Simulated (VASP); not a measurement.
# Al3B2Sb (Cm) in VASP: notebook, part 2 of 2

VASP 6.6.1. The steps go on from the part before.

### Step 3. Single point, PBE

This run uses another cell than the first one, of 14.80 Å³/atom, 1.031 times its volume.

The input, INCAR:

```
ALGO = Normal
EDIFF = 1E-7
ENCUT = 520
GGA = PE
ISIF = 2
ISMEAR = 0
LASPH = True
LCHARG = False
LREAL = False
LWAVE = False
NBANDS = 19
NELM = 60
PREC = Accurate
SIGMA = 0.1
```

The input, KPOINTS:

```
k-points
0
Gamma
  12 12 4
```

The input, POSCAR:

```
Al3B2Sb
1.0
    2.6551924713     -1.5319011907      0.0220568645
    2.6551924713      1.5319011907      0.0220568645
   -1.8969094854      0.0000000000     10.8999973992
Al B Sb
3 2 1
Direct
    0.9498786697      0.9498786697      0.8610192378
    0.0547588005      0.0547588005      0.1662818493
    0.4559327132      0.4559327132      0.3671237938
    0.6696602646      0.6696602646      0.0157054407
    0.3319295625      0.3319295625      0.0029295428
    0.5442949346      0.5442949346      0.6369401355
```

Potentials or basis: VASP PAW PBE potentials, release 64 (Al, B, Sb).

Launch:

```
> cat potpaw_PBE.64/Al/POTCAR potpaw_PBE.64/B/POTCAR potpaw_PBE.64/Sb/POTCAR > POTCAR
> mpirun -np 1 vasp_std > vasp.out
```

OUTCAR:

```text
EDIFF = 1E-7
   ENCUT = 520
   GGA = PE
   ISIF = 2
   ISMEAR = 0
   LASPH = True
   LREAL = False
   NELM = 60
   PREC = Accurate

 ion  position               nearest neighbor table
   1  0.950  0.950  0.861-   5 2.35   5 2.35   5 2.35   4 2.44   4 2.45   4 2.45   6 3.01   6 3.02
                             6 3.02   2 3.33
   2  0.055  0.055  0.166-   4 2.41   4 2.41   4 2.42   5 2.51   5 2.51   5 2.51   3 2.82   3 2.82
                             3 2.82   1 3.33
[... 743 lines left out ...]
  -------------------------------------------------------------------------------------
  Total        0.0230742      0.0111691      0.0113981      0.0000000      0.0000000      0.0180710
  in kB        0.4163191      0.2015201      0.2056527      0.0000000      0.0000000      0.3260484
  external PRESSURE =       0.2744973 kB  Pullay stress =       0.0000000 kB

 VOLUME and BASIS-vectors are now :
 -----------------------------------------------------------------------------
  energy-cutoff  :      520.00
  volume of cell :       88.80
      direct lattice vectors                 reciprocal lattice vectors
     2.655192471 -1.531901191  0.022056864     0.188038425 -0.326391808  0.032724033
     2.655192471  1.531901191  0.022056864     0.188038425  0.326391808  0.032724033
    -1.896909485  0.000000000 10.899997399    -0.000761016  0.000000000  0.091610703

 POSITION                                       TOTAL-FORCE (eV/Angst)
 -----------------------------------------------------------------------------------
      3.41095      0.00000      9.42701         0.005654      0.000000      0.015220
     -0.02463      0.00000      1.81489        -0.002591      0.000000     -0.006334
      1.72478      0.00000      4.02176         0.000446      0.000000     -0.005235
      3.52636      0.00000      0.20073         0.002118      0.000000     -0.000270
      1.75712      0.00000      0.04657        -0.003224      0.000000      0.001422
      1.68220      0.00000      6.96666        -0.002402      0.000000     -0.004802
 -----------------------------------------------------------------------------------
    total drift:                                0.000150     -0.000000      0.000296

  FREE ENERGIE OF THE ION-ELECTRON SYSTEM (eV)
  ---------------------------------------------------
  free  energy   TOTEN  =       -28.0750779580 eV

  energy  without entropy=      -28.0687154392  energy(sigma->0) =      -28.07189670
```

OSZICAR:

```text
N       E                     dE             d eps       ncg     rms          rms(c)
DAV:   1     0.405958942663E+02    0.40596E+02   -0.75170E+03  6232   0.870E+02
DAV:   2    -0.268377778460E+02   -0.67434E+02   -0.64058E+02  7952   0.138E+02
DAV:   3    -0.307931090215E+02   -0.39553E+01   -0.38884E+01  8119   0.328E+01
DAV:   4    -0.308419843500E+02   -0.48875E-01   -0.48821E-01  7807   0.394E+00
DAV:   5    -0.308428602512E+02   -0.87590E-03   -0.87585E-03  7930   0.577E-01    0.663E+00
DAV:   6    -0.281605416689E+02    0.26823E+01   -0.10384E+01  7774   0.139E+01    0.324E+00
DAV:   7    -0.280984768398E+02    0.62065E-01   -0.19723E+00  7210   0.549E+00    0.167E+00
DAV:   8    -0.280783433103E+02    0.20134E-01   -0.68227E-02  7730   0.136E+00    0.844E-01
DAV:   9    -0.280753843956E+02    0.29589E-02   -0.13201E-02  7631   0.590E-01    0.184E-01
DAV:  10    -0.280751089724E+02    0.27542E-03   -0.16325E-03  7381   0.192E-01    0.972E-02
DAV:  11    -0.280750802624E+02    0.28710E-04   -0.31282E-04  7250   0.816E-02    0.337E-02
DAV:  12    -0.280750782676E+02    0.19949E-05   -0.50689E-05  7111   0.354E-02    0.117E-02
DAV:  13    -0.280750780296E+02    0.23798E-06   -0.35671E-06  7333   0.105E-02    0.539E-03
DAV:  14    -0.280750779580E+02    0.71615E-07   -0.66732E-07  7872   0.407E-03
   1 F= -.28075078E+02 E0= -.28071897E+02  d E =-.636252E-02
```

stdout:

```text
POSCAR found type information on POSCAR AlB Sb
 POSCAR found :  3 types and       6 ions
 scaLAPACK will be used
 LDA part: xc-table for (Slater+PW92), standard interpolation
 POSCAR, INCAR and KPOINTS ok, starting setup
 FFT: planning ... GRIDC
 FFT: planning ... GRID_SOFT
 FFT: planning ... GRID
 WAVECAR not read
 entering main loop
```

Wall time 3.2 min (1 thread of Intel Xeon 6975P-C (Granite Rapids), shared host); peak memory 0.4 GiB.

Results:

```yaml
Free_energy: -28.0751 eV
Pressure: 0.0 GPa
Largest_force: 0.016 eV/Å
Band_gap_on_the_k_mesh: zero (band 10 reaches 12.27 eV, above the bottom of band 11 at 6.91 eV)
```

Forces on the atoms (eV/Å):
```
Al   0.006  0.000  0.015
Al  -0.003  0.000 -0.006
Al   0.000  0.000 -0.005
B    0.002  0.000  0.000
B   -0.003  0.000  0.001
Sb  -0.002  0.000 -0.005
```

Levels at points of the mesh, in eV from the Fermi level:
| k point | band 7 | band 8 | band 9 | band 10 | band 11 | band 12 | band 13 | band 14 |
| --- | --- | --- | --- | --- | --- | --- | --- | --- |
| (0.00, 0.00, 0.00) | -1.13 | -1.13 | -0.76 | 3.82 | 3.83 | 5.60 | 6.58 | 6.61 |
| (0.50, 0.00, 0.00) | -4.02 | -3.36 | -2.87 | -1.92 | -0.31 | 1.98 | 2.20 | 2.35 |
| (0.50, 0.50, 0.00) | -4.01 | -3.67 | -2.99 | -1.49 | 0.26 | 1.22 | 1.62 | 2.21 |
| (0.00, 0.00, 0.50) | -1.13 | -1.13 | 1.73 | 2.87 | 3.82 | 3.83 | 6.58 | 6.61 |
| (0.50, 0.00, 0.50) | -4.02 | -3.65 | -2.98 | -1.52 | 0.23 | 1.28 | 1.66 | 2.19 |
| (0.50, 0.50, 0.50) | -4.01 | -3.33 | -2.86 | -1.96 | -0.35 | 2.01 | 2.24 | 2.39 |

Caveat: spin-orbit coupling is left out, which moves the levels of the heavy elements.
